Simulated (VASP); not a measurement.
# In3SbAs2 (P6_3mc) in VASP: notebook

Runs on In3SbAs2. Level: PBE. Tasks: single point, relaxation of cell and atoms.

Everything below comes from runs of VASP 6.6.1. Logs are shortened: lines on timing, memory, paths and dates and some standing lists are left out, and cuts for length are marked.

### 1 The cell of the first run

It takes space group P6_3mc (No. 186, hexagonal). Conventional cell: a = 4.479 Å, b = 4.479 Å, c = 21.964 Å, α = 90.00°, β = 90.00°, γ = 120.00°. Within 3.6 Å of In (site symmetry 3m) lie 3 As at 2.72 Å and 1 Sb at 2.87 Å. In (site symmetry 3m) has 4 As at 2.69 to 2.72 Å within 3.6 Å. Within 3.5 Å of In (site symmetry 3m) lie 1 As at 2.68 Å and 3 Sb at 2.80 Å. Within 3.7 Å of Sb (site symmetry 3m) lie 4 In at 2.80 to 2.87 Å. Within 3.6 Å of As (site symmetry 3m) lie 4 In at 2.69 to 2.72 Å. Within 3.5 Å of As (site symmetry 3m) lie 4 In at 2.68 to 2.72 Å.

### 2 Single point, PBE

Contents of INCAR:

```
PREC = Accurate
ENCUT = 520
EDIFF = 1E-6
ISMEAR = 0
SIGMA = 0.1
LREAL = F
LASPH = T
NELM = 60
ALGO = Normal
ISIF = 2
LWAVE = F
LCHARG = F
GGA = PE
NBANDS = 66
```

Contents of KPOINTS:

```
Automatic mesh
0
Gamma
  6 6 1
```

Contents of POSCAR:

```
In3SbAs2
1.0
    4.4788598962     -0.0000000031      0.0000000000
   -2.2394299454      3.8788064516      0.0000000000
    0.0000000000      0.0000000000     21.9635860038
In Sb As
6 2 4
Direct
    0.6666666667      0.3333333333      0.1603338253
    0.6666666667      0.3333333333      0.4997963117
    0.6666666667      0.3333333333      0.8401309924
    0.3333333333      0.6666666667     -0.0002036883
    0.3333333333      0.6666666667      0.3401309924
    0.3333333333      0.6666666667      0.6603338253
    0.6666666667      0.3333333333      0.2907995356
    0.3333333333      0.6666666667      0.7907995356
    0.6666666667      0.3333333333      0.6224679192
    0.6666666667      0.3333333333      0.9619713757
    0.3333333333      0.6666666667      0.1224679192
    0.3333333333      0.6666666667      0.4619713757
```

Potentials or basis: VASP PAW PBE potentials, release 64 (In_d, Sb, As).

Launch:

```sh
> cat potpaw_PBE.64/In_d/POTCAR potpaw_PBE.64/Sb/POTCAR potpaw_PBE.64/As/POTCAR > POTCAR
> mpirun -np 1 vasp_std > vasp.out
```

OUTCAR:

```text
PREC = Accurate
   ENCUT = 520
   EDIFF = 1E-6
   ISMEAR = 0
   LREAL = F
   LASPH = T
   NELM = 60
   ISIF = 2
   GGA = PE

 ion  position               nearest neighbor table
   1  0.667  0.333  0.160-  11 2.72  11 2.72  11 2.72   7 2.87
   2  0.667  0.333  0.500-   9 2.69  12 2.72  12 2.72  12 2.72
   3  0.667  0.333  0.840-  10 2.68   8 2.80   8 2.80   8 2.80
   4  0.333  0.667  1.000-  11 2.69  10 2.72  10 2.72  10 2.72
   5  0.333  0.667  0.340-  12 2.68   7 2.80   7 2.80   7 2.80
   6  0.333  0.667  0.660-   9 2.72   9 2.72   9 2.72   8 2.87
   7  0.667  0.333  0.291-   5 2.80   5 2.80   5 2.80   1 2.87
   8  0.333  0.667  0.791-   3 2.80   3 2.80   3 2.80   6 2.87
   9  0.667  0.333  0.622-   2 2.69   6 2.72   6 2.72   6 2.72
  10  0.667  0.333  0.962-   3 2.68   4 2.72   4 2.72   4 2.72
  11  0.333  0.667  0.122-   4 2.69   1 2.72   1 2.72   1 2.72
  12  0.333  0.667  0.462-   5 2.68   2 2.72   2 2.72   2 2.72

  LATTYP: Found a hexagonal cell.
 ALAT       =     4.4788598962
 C/A-ratio  =     4.9038341258

  Lattice vectors:

 A1 = (   4.4788598962,  -0.0000000031,   0.0000000000)
 A2 = (  -2.2394299454,   3.8788064516,   0.0000000000)
 A3 = (   0.0000000000,   0.0000000000,  21.9635860038)

Analysis of symmetry for initial positions (statically):
=====================================================================
 Subroutine PRICEL returns:
 Original cell was already a primitive cell.

 Routine SETGRP: Setting up the symmetry group for a
 hexagonal supercell.

 Subroutine GETGRP returns: Found 12 space group operations
 (whereof  6 operations were pure point group operations)
 out of a pool of 24 trial point group operations.

The static configuration has the point symmetry C_3v.
 The point group associated with its full space group is C_6v.

Analysis of symmetry for dynamics (positions and initial velocities):
=====================================================================
 Subroutine PRICEL returns:
 Original cell was already a primitive cell.

 Routine SETGRP: Setting up the symmetry group for a
 hexagonal supercell.

 Subroutine GETGRP returns: Found 12 space group operations
 (whereof  6 operations were pure point group operations)
 out of a pool of 24 trial point group operations.

The dynamic configuration has the point symmetry C_3v.
 The point group associated with its full space group is C_6v.

 Subroutine INISYM returns: Found 12 space group operations
 (whereof  6 operations are pure point group operations),
 and found     1 'primitive' translations

----------------------------------------------------------------------------------------

                                     Primitive cell

  volume of cell :     381.5653

  direct lattice vectors                    reciprocal lattice vectors
     4.478859896 -0.000000003  0.000000000     0.223271105  0.128905633  0.000000000
    -2.239429945  3.878806452  0.000000000     0.000000000  0.257811266  0.000000000
     0.000000000  0.000000000 21.963586004     0.000000000  0.000000000  0.045529906

  length of vectors
     4.478859896  4.478859896 21.963586004     0.257811266  0.257811266  0.045529906

  position of ions in fractional coordinates (direct lattice)
     0.666666667  0.333333333  0.160333825
     0.666666667  0.333333333  0.499796312
     0.666666667  0.333333333  0.840130992
     0.333333333  0.666666667  0.999796312
     0.333333333  0.666666667  0.340130992
     0.333333333  0.666666667  0.660333825
     0.666666667  0.333333333  0.290799536
     0.333333333  0.666666667  0.790799536
     0.666666667  0.333333333  0.622467919
     0.666666667  0.333333333  0.961971376
     0.333333333  0.666666667  0.122467919
     0.333333333  0.666666667  0.461971376

  ion indices of the primitive-cell ions
   primitive index   ion index
                 1           1
                 2           2
                 3           3
                 4           4
                 5           5
                 6           6
                 7           7
                 8           8
                 9           9
                10          10
                11          11
                12          12

----------------------------------------------------------------------------------------

 KPOINTS: Automatic mesh

Automatic generation of k-mesh.
 Grid dimensions read from file:
 generate k-points for:    6    6    1

 Generating k-lattice:

  Cartesian coordinates                     Fractional coordinates (reciprocal lattice)
     0.037211851  0.021484272  0.000000000     0.166666667  0.000000000  0.000000000
     0.000000000  0.042968544  0.000000000     0.000000000  0.166666667  0.000000000
     0.000000000  0.000000000  0.045529906     0.000000000  0.000000000  1.000000000

  Length of vectors
     0.042968544  0.042968544  0.045529906

  Shift w.r.t. Gamma in fractional coordinates (k-lattice)
     0.000000000  0.000000000  0.000000000

[... 75 lines left out ...]
  ext. energy  EPLUGINS =         0.00000000
  ---------------------------------------------------
  free energy    TOTEN  =       -44.35880645 eV

  energy without entropy =      -44.35189354  energy(sigma->0) =      -44.35535000

 E-fermi :   4.3222     XC(G=0):  -8.6505

 val. band max:        4.2443905240   @ k =   0.0000   0.0000   0.0000
 cond. band min:       4.3401588081   @ k =   0.0000   0.0000   0.0000
 fundamental gap:      0.0957682841
 Fermi energy:         4.3222464514

 k-point     1 :       0.0000    0.0000    0.0000
  band No.  band energies     occupation
      1     -10.4068      2.00000
      2     -10.4053      2.00000
      3     -10.3584      2.00000
      4     -10.3566      2.00000
      5     -10.3353      2.00000
      6     -10.3353      2.00000
[... 58 lines left out ...]
     65       7.8103      0.00000
     66       7.8425      0.00000

 k-point     2 :       0.1667    0.0000    0.0000
  band No.  band energies     occupation
      1     -10.4161      2.00000
      2     -10.4151      2.00000
      3     -10.3638      2.00000
      4     -10.3623      2.00000
      5     -10.3420      2.00000
      6     -10.3419      2.00000
[... 58 lines left out ...]
     65       7.9699      0.00000
     66       8.1184      0.00000

 k-point     3 :       0.3333    0.0000    0.0000
  band No.  band energies     occupation
      1     -10.4360      2.00000
      2     -10.4355      2.00000
      3     -10.3908      2.00000
      4     -10.3903      2.00000
      5     -10.3444      2.00000
      6     -10.3442      2.00000
[... 58 lines left out ...]
     65       8.1515      0.00000
     66       8.3751      0.00000

 k-point     4 :       0.5000    0.0000    0.0000
  band No.  band energies     occupation
      1     -10.4461      2.00000
      2     -10.4457      2.00000
      3     -10.4067      2.00000
      4     -10.4065      2.00000
      5     -10.3431      2.00000
      6     -10.3431      2.00000
[... 58 lines left out ...]
     65       7.6988      0.00000
     66       8.4078      0.00000

 k-point     5 :       0.1667    0.1667    0.0000
  band No.  band energies     occupation
      1     -10.4293      2.00000
      2     -10.4288      2.00000
      3     -10.3813      2.00000
      4     -10.3806      2.00000
      5     -10.3458      2.00000
      6     -10.3456      2.00000
[... 58 lines left out ...]
     65       7.9066      0.00000
     66       8.0220      0.00000

 k-point     6 :       0.3333    0.1667    0.0000
  band No.  band energies     occupation
      1     -10.4412      2.00000
      2     -10.4410      2.00000
      3     -10.4028      2.00000
      4     -10.4026      2.00000
      5     -10.3439      2.00000
      6     -10.3438      2.00000
[... 58 lines left out ...]
     65       8.0884      0.00000
     66       8.4296      0.00000

 k-point     7 :       0.3333    0.3333    0.0000
  band No.  band energies     occupation
      1     -10.4406      2.00000
      2     -10.4406      2.00000
      3     -10.4073      2.00000
      4     -10.4073      2.00000
      5     -10.3433      2.00000
      6     -10.3433      2.00000
[... 58 lines left out ...]
     65       8.8070      0.00000
     66       9.3460      0.00000

------------------------ aborting loop because EDIFF is reached ----------------------------------------

  FORCE on cell =-STRESS in cart. coord.  units (eV):
  Direction    XX          YY          ZZ          XY          YZ          ZX
  --------------------------------------------------------------------------------------
  -------------------------------------------------------------------------------------
  Total        0.0189512      0.0189512      0.9354052      0.0000000      0.0000000      0.0000000
  in kB        0.0795755      0.0795755      3.9277291      0.0000000      0.0000000      0.0000000
  external PRESSURE =       1.3622933 kB  Pullay stress =       0.0000000 kB

 VOLUME and BASIS-vectors are now :
 -----------------------------------------------------------------------------
  energy-cutoff  :      520.00
  volume of cell :      381.57
      direct lattice vectors                 reciprocal lattice vectors
     4.478859896 -0.000000003  0.000000000     0.223271105  0.128905633  0.000000000
    -2.239429945  3.878806452  0.000000000     0.000000000  0.257811266  0.000000000
     0.000000000  0.000000000 21.963586004     0.000000000  0.000000000  0.045529906

 POSITION                                       TOTAL-FORCE (eV/Angst)
 -----------------------------------------------------------------------------------
      2.23943      1.29294      3.52151         0.000000     -0.000000     -0.019131
      2.23943      1.29294     10.97732         0.000000      0.000000      0.028428
      2.23943      1.29294     18.45229        -0.000000      0.000000      0.025047
      0.00000      2.58587     21.95911         0.000000     -0.000000      0.028428
      0.00000      2.58587      7.47050         0.000000     -0.000000      0.025047
      0.00000      2.58587     14.50330        -0.000000      0.000000     -0.019131
      2.23943      1.29294      6.38700         0.000000     -0.000000      0.002649
      0.00000      2.58587     17.36879        -0.000000      0.000000      0.002649
      2.23943      1.29294     13.67163         0.000000      0.000000     -0.023623
      2.23943      1.29294     21.12834         0.000000      0.000000     -0.013369
      0.00000      2.58587      2.68983        -0.000000     -0.000000     -0.023623
      0.00000      2.58587     10.14655         0.000000      0.000000     -0.013369
 -----------------------------------------------------------------------------------
    total drift:                               -0.000000     -0.000000     -0.001464

  FREE ENERGIE OF THE ION-ELECTRON SYSTEM (eV)
  ---------------------------------------------------
  free  energy   TOTEN  =       -44.3588064549 eV

  energy  without entropy=      -44.3518935409  energy(sigma->0) =      -44.35535000
```

It used 280 s of CPU time on 1 thread of Intel Xeon 6975P-C, on a shared host.

Results:

```
Free energy            : -44.3588 eV
Pressure               : 0.1 GPa
Largest force          : 0.028 eV/Å
Band gap on the k mesh : zero (filled and empty bands touch)
```

Forces in eV/Å, atoms in the order of the input:
```
In   0.000  0.000 -0.019
In   0.000  0.000  0.028
In   0.000  0.000  0.025
In   0.000  0.000  0.028
In   0.000  0.000  0.025
In   0.000  0.000 -0.019
Sb   0.000  0.000  0.003
Sb   0.000  0.000  0.003
As   0.000  0.000 -0.024
As   0.000  0.000 -0.013
As   0.000  0.000 -0.024
As   0.000  0.000 -0.013
```

Levels at points of the mesh, in eV from the Fermi level:
```
           k point  band 51  band 52  band 53  band 54  band 55  band 56  band 57  band 58
(0.00, 0.00, 0.00)    -0.34    -0.08    -0.08     0.02     0.02     0.02     0.09     0.53
(0.50, 0.00, 0.00)    -1.67    -1.48    -1.24    -1.04     0.71     0.83     1.15     1.28
```

Caveat: spin-orbit coupling is left out, which moves the levels of the heavy elements.

### 3 Single point, PBE

This run uses another cell than the first one, of 25.73 Å³/atom, 0.809 times its volume.

INCAR, as its differences from that of step 2:

```diff
@@ -2,3 +2,3 @@
 ENCUT = 520
-EDIFF = 1E-6
+EDIFF = 1E-7
 ISMEAR = 0
```

KPOINTS is that of step 2.

Contents of POSCAR:

```
In3SbAs2
1.0
    4.1653565900      0.0000000000      0.0000000000
   -2.0826782900      3.6073046200      0.0000000000
    0.0000000000      0.0000000000     20.5459859600
In Sb As
6 2 4
Direct
    0.6666666700      0.3333333300      0.1668627100
    0.6666666700      0.3333333300      0.5001960400
    0.6666666700      0.3333333300      0.8335293700
    0.3333333300      0.6666666700      0.0001960400
    0.3333333300      0.6666666700      0.3335293700
    0.3333333300      0.6666666700      0.6668627100
    0.6666666700      0.3333333300      0.2916372800
    0.3333333300      0.6666666700      0.7916372800
    0.6666666700      0.3333333300      0.6249706100
    0.6666666700      0.3333333300      0.9583039500
    0.3333333300      0.6666666700      0.1249706100
    0.3333333300      0.6666666700      0.4583039500
```

Potentials or basis: VASP PAW PBE potentials, release 64 (In_d, Sb, As).

Launch:

```sh
> cat potpaw_PBE.64/In_d/POTCAR potpaw_PBE.64/Sb/POTCAR potpaw_PBE.64/As/POTCAR > POTCAR
> mpirun -np 1 vasp_std > vasp.out
```

Run time: 6.3 min. Hardware: 1 thread of Intel Xeon 6975P-C, shared host; peak memory 0.46 GiB.

It converged, with:

- Free energy: -40.9194 eV
- Pressure: 16.2 GPa
- Largest force: 1.631 eV/Å
- Band gap on the k mesh: 0.24 eV, direct

Forces in eV/Å, atoms in the order of the input:
```
In   0.000  0.000 -1.527
In   0.000  0.000  0.085
In   0.000  0.000  1.631
In   0.000  0.000  0.085
In   0.000  0.000  1.631
In   0.000  0.000 -1.527
Sb   0.000  0.000  0.016
Sb   0.000  0.000  0.016
As   0.000  0.000 -0.230
As   0.000  0.000  0.024
As   0.000  0.000 -0.230
As   0.000  0.000  0.024
```

Stress tensor (GPa, compression positive):
```
16.25  0.00  0.00
 0.00 16.25  0.00
 0.00  0.00 16.07
```

Levels at points of the mesh, in eV from the valence-band top:
| k point | band 50 | band 51 | band 52 | band 53 | band 54 | band 55 | band 56 | band 57 | band 58 | band 59 |
| --- | --- | --- | --- | --- | --- | --- | --- | --- | --- | --- |
| (0.00, 0.00, 0.00) | -0.26 | -0.26 | -0.23 | 0.00 | 0.00 | 0.24 | 0.67 | 0.87 | 1.46 | 1.66 |
| (0.50, 0.00, 0.00) | -2.02 | -1.94 | -1.90 | -1.82 | -1.35 | 0.79 | 1.16 | 1.32 | 1.35 | 1.45 |

Caveat: spin-orbit coupling is left out, which moves the levels of the heavy elements; forces of over 1 eV/Å act on the atoms, so gaps and moduli don't describe the material at rest.

### 4 Relaxation of cell and atoms, PBE

This run uses another cell than the first one, of 25.73 Å³/atom, 0.809 times its volume.

Contents of INCAR:

```
SYSTEM = In3SbAs2
PREC = Accurate ; ENCUT = 600
EDIFF = 1E-6 ; ISMEAR = 0
SIGMA = 0.1 ; LREAL = .False.
LASPH = .True. ; NELM = 100
ALGO = Normal ; ISIF = 3
LWAVE = .False. ; LCHARG = .False.
GGA = PE ; IBRION = 2
NSW = 90 ; EDIFFG = -0.04
```

Contents of KPOINTS:

```
Automatic mesh
0
Gamma
  6 6 1
  0 0 0
```

POSCAR is that of step 3.

Launch:

```sh
> cat potpaw_PBE.64/In_d/POTCAR potpaw_PBE.64/Sb/POTCAR potpaw_PBE.64/As/POTCAR > POTCAR
> mpirun -np 1 vasp_std > vasp.out
```

Wall time 38 min (1 thread of Intel Xeon 6975P-C, shared host); peak memory 0.63 GiB.

It converged, with:

* Free energy: -44.3501 eV
* Relaxed volume: 31.90 Å³/atom
* Relaxed cell: a = 4.475 Å, b = 4.475 Å, c = 22.067 Å, α = 90.00°, β = 90.00°, γ = 120.00°
* Space group after relaxing (to 0.05 Å): P6_3mc (No. 186)
* Energy gained by relaxing: 285.9 meV/atom
* Ionic steps: 9
* Pressure after relaxing: 0.0 GPa
* Largest force after relaxing: 0.036 eV/Å
* Band gap on the k mesh: zero (filled and empty bands touch)

Forces in eV/Å, atoms in the order of the input:
```
In   0.000  0.000 -0.036
In   0.000  0.000 -0.027
In   0.000  0.000 -0.004
In   0.000  0.000 -0.027
In   0.000  0.000 -0.004
In   0.000  0.000 -0.036
Sb   0.000  0.000  0.032
Sb   0.000  0.000  0.032
As   0.000  0.000  0.031
As   0.000  0.000  0.003
As   0.000  0.000  0.031
As   0.000  0.000  0.003
```

Stress tensor (GPa, compression positive):
```
-0.07  0.00  0.00
 0.00 -0.07  0.00
 0.00  0.00  0.11
```

The path:
| step | energy change (eV) | largest force (eV/Å) | pressure (GPa) | volume (Å³) |
| --- | --- | --- | --- | --- |
| 1 | 0.0000 | 1.6321 | 16.21 | 308.72 |
| 2 | -2.4948 | 0.2219 | -4.26 | 440.24 |
| 3 | -3.3094 | 0.5165 | -0.14 | 385.65 |
| 4 | -3.3086 | 0.5015 | -0.35 | 387.30 |
| 5 | -3.3561 | 0.3444 | -0.27 | 386.17 |
| 6 | -3.4146 | 0.3170 | 0.00 | 383.00 |
| 7 | -3.4287 | 0.0793 | 0.01 | 382.68 |
| 8 | -3.4297 | 0.0526 | 0.02 | 382.56 |
| 9 | -3.4302 | 0.0356 | -0.01 | 382.78 |

Final structure:
```
In Sb As
1.0
     4.47548    0.00000    0.00000
    -2.23774    3.87588    0.00000
     0.00000    0.00000   22.06679
In Sb As
6 2 4
Direct
  0.66667 0.33333 0.16052
  0.66667 0.33333 0.50016
  0.66667 0.33333 0.84036
  0.33333 0.66667 0.00016
  0.33333 0.66667 0.34036
  0.33333 0.66667 0.66052
  0.66667 0.33333 0.29057
  0.33333 0.66667 0.79057
  0.66667 0.33333 0.62210
  0.66667 0.33333 0.96178
  0.33333 0.66667 0.12210
  0.33333 0.66667 0.46178
```

Levels at points of the mesh, in eV from the Fermi level:
```
           k point  band 51  band 52  band 53  band 54  band 55  band 56  band 57  band 58
(0.00, 0.00, 0.00)    -0.40    -0.08    -0.08     0.01     0.01     0.04     0.10     0.51
(0.50, 0.00, 0.00)    -1.70    -1.52    -1.24    -1.05     0.66     0.78     1.13     1.27
```

Caveat: the volume moved by over 15 % at a fixed basis, so the end points are rough; spin-orbit coupling is left out, which moves the levels of the heavy elements.

### 5 Summary

| task | cell | cutoff (eV) | gap on the mesh (eV) | pressure (GPa) | largest force (eV/Å) |
| --- | --- | --- | --- | --- | --- |
| single point | a = 4.479, b = 4.479, c = 21.964 Å, angles 90.0, 90.0, 120.0°, 12 atoms | 520 | none | 0.1 | 0.03 |
| single point | a = 4.165, b = 4.165, c = 20.546 Å, angles 90.0, 90.0, 120.0°, 12 atoms | 520 | 0.24 | 16.2 | 1.63 |
| relaxation of cell and atoms | relaxed from a = 4.165, b = 4.165, c = 20.546 Å, angles 90.0, 90.0, 120.0°, 12 atoms | 600 | none | 0.0 | 0.04 |

Alike in all rows: level PBE; potentials or basis VASP PAW PBE potentials, release 64 (In_d, Sb, As); no spin polarisation; k mesh 6 × 6 × 1; smearing gaussian 0.1 eV.

Caveats: spin-orbit coupling is left out, which moves the levels of the heavy elements; forces of over 1 eV/Å act on the atoms, so gaps and moduli don't describe the material at rest (some runs); the volume moved by over 15 % at a fixed basis, so the end points are rough (some runs).

Absolute energies hang on the potentials; compare differences alone.
